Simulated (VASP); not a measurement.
Wanted: the native input for a VASP 6.6.1 run.

```
Task                   : single point
Functional             : PBEsol
Potentials or basis    : VASP PAW PBE potentials, release 64 (Be, As, C)
Cutoff                 : 520 eV
k mesh                 : 6 × 6 × 2
Occupations            : fermi-dirac, width 0.03 eV
Spin                   : no spin polarisation
Dipole correction      : no
Further INCAR settings : ALGO = Normal; EDIFF = 1e-06; NBANDS = 26
```

The structure of BeAs2C lies in POSCAR:

```
BeAs2C
1.0
    3.4385391951      0.0000000000      0.0000000000
    0.0000000000      3.4385391951      0.0000000000
    0.0000000000      0.0000000000      9.6982575940
Be As C
2 4 2
Direct
    0.5000000000      0.0000000000      0.8608079969
    0.0000000000      0.5000000000      0.1391920031
    0.5000000000      0.5000000000      0.0000000000
    0.0000000000      0.0000000000      0.2723967594
    0.5000000000      0.5000000000      0.5000000000
    0.0000000000      0.0000000000      0.7276032406
    0.5000000000      0.0000000000      0.3924132486
    0.0000000000      0.5000000000      0.6075867514
```

One way to write it, as run:

INCAR

```
PREC = Accurate
ENCUT = 520
EDIFF = 1E-6
ISMEAR = -1
SIGMA = 0.03
LREAL = False
LASPH = True
NELM = 80
ALGO = Normal
ISIF = 2
LWAVE = False
LCHARG = False
GGA = PS
NBANDS = 26
```

KPOINTS

```
Automatic mesh
0
Gamma
  6 6 2
```

Potentials or basis: VASP PAW PBE potentials, release 64 (Be, As, C).

Launch:

```sh
$ cat potpaw_PBE.64/Be/POTCAR potpaw_PBE.64/As/POTCAR potpaw_PBE.64/C/POTCAR > POTCAR
$ mpirun -np 1 vasp_std > vasp.out
```

Results of the run:

```
Pressure               : 0.7 GPa
Largest force          : 0.034 eV/Å
Band gap on the k mesh : zero (band 16 reaches 5.97 eV, above the bottom of band 17 at 5.92 eV)
```

Caveat: the PAW data sets were made with another functional, which shifts forces and pressure a little.

Wall time 28 s on 1 thread of Intel(R) Xeon(R) 6975P-C (Granite Rapids), with other jobs on the host, peak memory 0.24 GiB.
